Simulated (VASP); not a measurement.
# SrGe2Se3 (Cmmm) in VASP: single point with PBEsol

Aim: the single point of SrGe2Se3 with PBEsol.

Everything below comes from runs of VASP 6.6.1. Logs are shortened: lines on timing, memory, paths and dates and some standing lists are left out, and cuts for length are marked.

### 1 The cell of the first run

It takes space group Cmmm (No. 65, orthorhombic). The conventional cell has a = 5.087 Å, b = 12.564 Å, c = 4.530 Å, α = 90.00°, β = 90.00°, γ = 90.00°. Sr (site symmetry mmm) has 8 Se at 3.16 to 3.41 Å and 8 Ge at 4.08 Å within 4.2 Å. Ge (site symmetry 2/m) has 2 Ge at 2.54 Å and 6 Se at 2.89 to 3.39 Å within 3.4 Å. Se (site symmetry m2m) has 4 Ge at 2.89 Å and 5 Se at 2.94 to 3.75 Å and 2 Sr at 3.16 Å within 3.8 Å. Within 3.9 Å of Se (site symmetry mmm) lie 4 Se at 2.94 Å and 4 Ge at 3.39 Å and 4 Sr at 3.41 Å.

### 2 Single point, PBEsol

The input, INCAR:

```
ALGO = Normal
EDIFF = 1E-6
ENCUT = 520
GGA = PS
ISIF = 2
ISMEAR = -1
LASPH = True
LCHARG = True
LELF = True
LREAL = False
LVHAR = True
LWAVE = False
NBANDS = 37
NELM = 80
PREC = Accurate
SIGMA = 0.03
```

The input, KPOINTS:

```
k-points
0
Gamma
  4 4 4
```

The input, POSCAR:

```
SrGe2Se3
1.0
    2.5437474015     -6.2818019814      0.0000000000
    2.5437474015      6.2818019814      0.0000000000
    0.0000000000      0.0000000000      4.5304965793
Sr Ge Se
1 2 3
Direct
    0.5000000000      0.5000000000      0.0000000000
    0.0000000000      0.5000000000      0.5000000000
    0.5000000000      0.0000000000      0.5000000000
    0.1492481565      0.8507518435      0.0000000000
    0.8507518435      0.1492481565      0.0000000000
    0.0000000000      0.0000000000      0.5000000000
```

Potentials or basis: VASP PAW PBE potentials, release 64 (Sr_sv, Ge_d, Se).

Command:

```bash
$ cat potpaw_PBE.64/Sr_sv/POTCAR potpaw_PBE.64/Ge_d/POTCAR potpaw_PBE.64/Se/POTCAR > POTCAR
$ mpirun -np 1 vasp_std > vasp.out
```

OUTCAR:

```text
EDIFF = 1E-6
   ENCUT = 520
   GGA = PS
   ISIF = 2
   ISMEAR = -1
   LASPH = True
   LREAL = False
   NELM = 80
   PREC = Accurate

 ion  position               nearest neighbor table
   1  0.500  0.500  0.000-   4 3.16   5 3.16   4 3.16   5 3.16   6 3.41   6 3.41   6 3.41   6 3.41

   2  0.000  0.500  0.500-   3 2.54   3 2.54
   3  0.500  0.000  0.500-   2 2.54   2 2.54
   4  0.149  0.851  0.000-   1 3.16   1 3.16
   5  0.851  0.149  0.000-   1 3.16   1 3.16
   6  0.000  0.000  0.500-   1 3.41   1 3.41   1 3.41   1 3.41

  LATTYP: Found a base centered orthorhombic cell.
 ALAT       =     5.0874948030
 B/A-ratio  =     2.4695069871
 C/A-ratio  =     0.8905162078

  Lattice vectors:

 A1 = (   2.5437474015,  -6.2818019814,   0.0000000000)
 A2 = (   2.5437474015,   6.2818019814,   0.0000000000)
 A3 = (   0.0000000000,   0.0000000000,   4.5304965793)

Analysis of symmetry for initial positions (statically):
=====================================================================
 Subroutine PRICEL returns:
 Original cell was already a primitive cell.

 Routine SETGRP: Setting up the symmetry group for a
 base centered orthorhombic supercell.

 Subroutine GETGRP returns: Found  8 space group operations
 (whereof  8 operations were pure point group operations)
 out of a pool of  8 trial point group operations.

The static configuration has the point symmetry D_2h.

Analysis of symmetry for dynamics (positions and initial velocities):
=====================================================================
 Subroutine PRICEL returns:
 Original cell was already a primitive cell.

 Routine SETGRP: Setting up the symmetry group for a
 base centered orthorhombic supercell.

 Subroutine GETGRP returns: Found  8 space group operations
 (whereof  8 operations were pure point group operations)
 out of a pool of  8 trial point group operations.

The dynamic configuration has the point symmetry D_2h.

 Subroutine INISYM returns: Found  8 space group operations
 (whereof  8 operations are pure point group operations),
 and found     1 'primitive' translations

----------------------------------------------------------------------------------------

                                     Primitive cell

  volume of cell :     144.7885

  direct lattice vectors                    reciprocal lattice vectors
     2.543747402 -6.281801981  0.000000000     0.196560397 -0.079594995  0.000000000
     2.543747402  6.281801981  0.000000000     0.196560397  0.079594995  0.000000000
     0.000000000  0.000000000  4.530496579     0.000000000  0.000000000  0.220726356

  length of vectors
     6.777292009  6.777292009  4.530496579     0.212064502  0.212064502  0.220726356

  position of ions in fractional coordinates (direct lattice)
     0.500000000  0.500000000  0.000000000
     0.000000000  0.500000000  0.500000000
     0.500000000  0.000000000  0.500000000
     0.149248157  0.850751843  0.000000000
     0.850751843  0.149248157  0.000000000
     0.000000000  0.000000000  0.500000000

  ion indices of the primitive-cell ions
   primitive index   ion index
                 1           1
                 2           2
                 3           3
                 4           4
                 5           5
                 6           6

----------------------------------------------------------------------------------------

 KPOINTS: k-points

Automatic generation of k-mesh.
 Grid dimensions read from file:
 generate k-points for:    4    4    4

 Generating k-lattice:

  Cartesian coordinates                     Fractional coordinates (reciprocal lattice)
     0.049140099 -0.019898749  0.000000000     0.250000000  0.000000000  0.000000000
     0.049140099  0.019898749  0.000000000     0.000000000  0.250000000  0.000000000
     0.000000000  0.000000000  0.055181589     0.000000000  0.000000000  0.250000000

  Length of vectors
     0.053016126  0.053016126  0.055181589

  Shift w.r.t. Gamma in fractional coordinates (k-lattice)
     0.000000000  0.000000000  0.000000000

 Subroutine IBZKPT returns following result:
 ===========================================

 Found     21 irreducible k-points:

 Following reciprocal coordinates:
            Coordinates               Weight
  0.000000  0.000000  0.000000      1.000000
  0.250000  0.000000  0.000000      4.000000
  0.500000  0.000000  0.000000      2.000000
  0.250000  0.250000  0.000000      2.000000
  0.500000  0.250000  0.000000      4.000000
 -0.250000  0.250000  0.000000      2.000000
[... 13 lines left out ...]
 -0.250000  0.250000  0.500000      2.000000
  0.500000  0.500000  0.500000      1.000000
   k-points           NKPTS =     21   k-points in BZ     NKDIM =     21   number of bands    NBANDS=     37
   number of dos      NEDOS =    301   number of ions     NIONS =      6
   total plane-waves  NPLWV =  90000
   dimension x,y,z NGX =    50 NGY =   50 NGZ =   36
   dimension x,y,z NGXF=   100 NGYF=  100 NGZF=   72
   ions per type =               1   2   3
   NGX,Y,Z   is equivalent  to a cutoff of  12.26, 12.26, 13.21 a.u.
   NGXF,Y,Z  is equivalent  to a cutoff of  24.53, 24.53, 26.42 a.u.
 SYSTEM =  unknown system
   PREC   = accura    normal or accurate (medium, high low for compatibility)
   ISTART =      0    job   : 0-new  1-cont  2-samecut
   ICHARG =      2    charge: 1-file 2-atom 10-const
   ISPIN  =      1    spin polarized calculation?
   LNONCOLLINEAR =      F non collinear calculations
   LSORBIT =      F    spin-orbit coupling
   LASPH  =      T    aspherical Exc in radial PAW
   ENCUT  =  520.0 eV  38.22 Ry    6.18 a.u.  12.60 12.60  8.42*2*pi/ulx,y,z
   NELM   =     80;   NELMIN=  2; NELMDL= -5     # of ELM steps
   EDIFF  = 0.1E-05   stopping-criterion for ELM
   LREAL  =      F    real-space projection
   EDIFFG = 0.1E-04   stopping-criterion for IOM
   NSW    =      0    number of steps for IOM
   IBRION =     -1    ionic relax: 0-MD 1-quasi-New 2-CG
   NFREE  =      0    steps in history (QN), initial steepest desc. (CG)
   ISIF   =      2    stress and relaxation
   ISYM   =      2    0-nonsym 1-usesym 2-fastsym
   POTIM  = 0.5000    time-step for ionic-motion
   TEBEG  =    0.0;   TEEND  =   0.0 temperature during run
   PSTRESS=    0.0 pullay stress
   NELECT =      56.0000    total number of electrons
   NUPDOWN=      -1.0000    fix difference up-down
   EMIN   =  10.00;   EMAX   =-10.00  energy-range for DOS
   EFERMI =   0.00;   METHOD = LEGACY
   ISMEAR =    -1;   SIGMA  =   0.03  broadening in eV -4-tet -1-fermi 0-gaus
   EFERMI_NEDOS =   21; number of points for ismear=-14 and -15
   IALGO  =     38    algorithm
   IMIX   =      4    mixing-type and parameters
     AMIX     =   0.40;   BMIX     =  1.00
     AMIX_MAG =   1.60;   BMIX_MAG =  1.00
  volume/ion in A,a.u.               =      24.13       162.85
  Fermi-wavevector in a.u.,A,eV,Ry     =   1.192778  2.254023 19.357261  1.422719
  Thomas-Fermi vector in A             =   2.328808
   LORBIT       =      0    0 simple, 1 ext, 2 COOP (PROOUT), +10 PAW based schemes
   GGA     = PS    functional components
   LHFCALC =     F    Hartree Fock is set to
   AEXX    =    0.0000 exact exchange contribution
   IVDW    =     0    specifies the selected vdW correction
   LEPSILON=     F    determine dielectric tensor
   LRPA    =     F    only Hartree local field effects (RPA)
 non-spin polarized calculation
  energy-cutoff  :      520.00
  volume of cell :      144.79
 maximum number of plane-waves:      3938
   NGX = 25   NGY = 25   NGZ = 17

 number of electron      55.9999980 magnetization

 Free energy of the ion-electron system (eV)
  ---------------------------------------------------
  ext. energy  EPLUGINS =         0.00000000
  ---------------------------------------------------
  free energy    TOTEN  =       -25.86930730 eV

  energy without entropy =      -25.86307779  energy(sigma->0) =      -25.86619255

 E-fermi :   4.3505     XC(G=0):  -9.9267

 val. band max:        4.3423385087   @ k =  -0.2500   0.2500   0.2500
 cond. band min:       4.3598139289   @ k =   0.2500   0.0000   0.5000
 fundamental gap:      0.0174754202
 Fermi energy:         4.3505442817

 k-point     1 :       0.0000    0.0000    0.0000
  band No.  band energies     occupation
      1     -31.2996      2.00000
      2     -20.3088      2.00000
      3     -20.2065      2.00000
      4     -20.1910      2.00000
      5     -20.1468      2.00000
      6     -20.1440      2.00000
[... 29 lines left out ...]
     36       8.4621      0.00000
     37       8.5565      0.00000

 k-point     2 :       0.2500    0.0000    0.0000
  band No.  band energies     occupation
      1     -31.2992      2.00000
      2     -20.2585      2.00000
      3     -20.1919      2.00000
      4     -20.1769      2.00000
      5     -20.1512      2.00000
      6     -20.1481      2.00000
[... 29 lines left out ...]
     36       8.5160      0.00000
     37       8.9289      0.00000

 k-point     3 :       0.5000    0.0000    0.0000
  band No.  band energies     occupation
      1     -31.2987      2.00000
      2     -20.1659      2.00000
      3     -20.1659      2.00000
      4     -20.1646      2.00000
      5     -20.1646      2.00000
      6     -20.1293      2.00000
[... 29 lines left out ...]
     36       9.2036      0.00000
     37       9.3517      0.00000

 k-point     4 :       0.2500    0.2500    0.0000
  band No.  band energies     occupation
      1     -31.2987      2.00000
      2     -20.1659      2.00000
      3     -20.1659      2.00000
      4     -20.1646      2.00000
      5     -20.1646      2.00000
      6     -20.1293      2.00000
[... 29 lines left out ...]
     36       9.0006      0.00000
     37       9.3502      0.00000
[... 563 lines left out ...]
      1     -31.2969      2.00000
      2     -20.2581      2.00000
      3     -20.1944      2.00000
      4     -20.1764      2.00000
      5     -20.1520      2.00000
      6     -20.1470      2.00000
[... 29 lines left out ...]
     36       8.7921      0.00000
     37       9.4230      0.00000

 k-point    20 :      -0.2500    0.2500    0.5000
  band No.  band energies     occupation
      1     -31.2973      2.00000
      2     -20.3085      2.00000
      3     -20.2092      2.00000
      4     -20.1907      2.00000
      5     -20.1474      2.00000
      6     -20.1431      2.00000
[... 29 lines left out ...]
     36       9.0568      0.00000
     37       9.6059      0.00000

 k-point    21 :       0.5000    0.5000    0.5000
  band No.  band energies     occupation
      1     -31.2973      2.00000
      2     -20.3085      2.00000
      3     -20.2092      2.00000
      4     -20.1907      2.00000
      5     -20.1474      2.00000
      6     -20.1431      2.00000
[... 29 lines left out ...]
     36       9.1413      0.00000
     37       9.9764      0.00000

------------------------ aborting loop because EDIFF is reached ----------------------------------------

  FORCE on cell =-STRESS in cart. coord.  units (eV):
  Direction    XX          YY          ZZ          XY          YZ          ZX
  --------------------------------------------------------------------------------------
  -------------------------------------------------------------------------------------
  Total        0.1441241      0.1138740      0.1316446      0.0000000      0.0000000      0.0000000
  in kB        1.5948254      1.2600891      1.4567315      0.0000000      0.0000000      0.0000000
  external PRESSURE =       1.4372153 kB  Pullay stress =       0.0000000 kB

 VOLUME and BASIS-vectors are now :
 -----------------------------------------------------------------------------
  energy-cutoff  :      520.00
  volume of cell :      144.79
      direct lattice vectors                 reciprocal lattice vectors
     2.543747402 -6.281801981  0.000000000     0.196560397 -0.079594995  0.000000000
     2.543747402  6.281801981  0.000000000     0.196560397  0.079594995  0.000000000
     0.000000000  0.000000000  4.530496579     0.000000000  0.000000000  0.220726356

 POSITION                                       TOTAL-FORCE (eV/Angst)
 -----------------------------------------------------------------------------------
      2.54375      0.00000      0.00000        -0.000000      0.000000      0.000000
      1.27187      3.14090      2.26525         0.000000      0.000000      0.000000
      1.27187     -3.14090      2.26525         0.000000      0.000000      0.000000
      2.54375      4.40671      0.00000         0.000000     -0.009060     -0.000000
      2.54375     -4.40671      0.00000         0.000000      0.009060      0.000000
      0.00000      0.00000      2.26525         0.000000      0.000000      0.000000
 -----------------------------------------------------------------------------------
    total drift:                                0.000000      0.000000      0.000000

  FREE ENERGIE OF THE ION-ELECTRON SYSTEM (eV)
  ---------------------------------------------------
  free  energy   TOTEN  =       -25.8693073004 eV

  energy  without entropy=      -25.8630777922  energy(sigma->0) =      -25.86619255
```

Wall time 3.7 min (1 thread of Intel Xeon 8259CL, shared host); peak memory 0.35 GiB.

Results:

```yaml
Free_energy: -25.8693 eV
Pressure: 0.1 GPa
Largest_force: 0.009 eV/Å
Band_gap_on_the_k_mesh: zero (bands 28 and 29 overlap by 1.73 eV)
```

Forces on the atoms (eV/Å):
```
Sr   0.000  0.000  0.000
Ge   0.000  0.000  0.000
Ge   0.000  0.000  0.000
Se   0.000 -0.009  0.000
Se   0.000  0.009  0.000
Se   0.000  0.000  0.000
```

Caveat: the PAW data sets were made with another functional, which shifts forces and pressure a little.
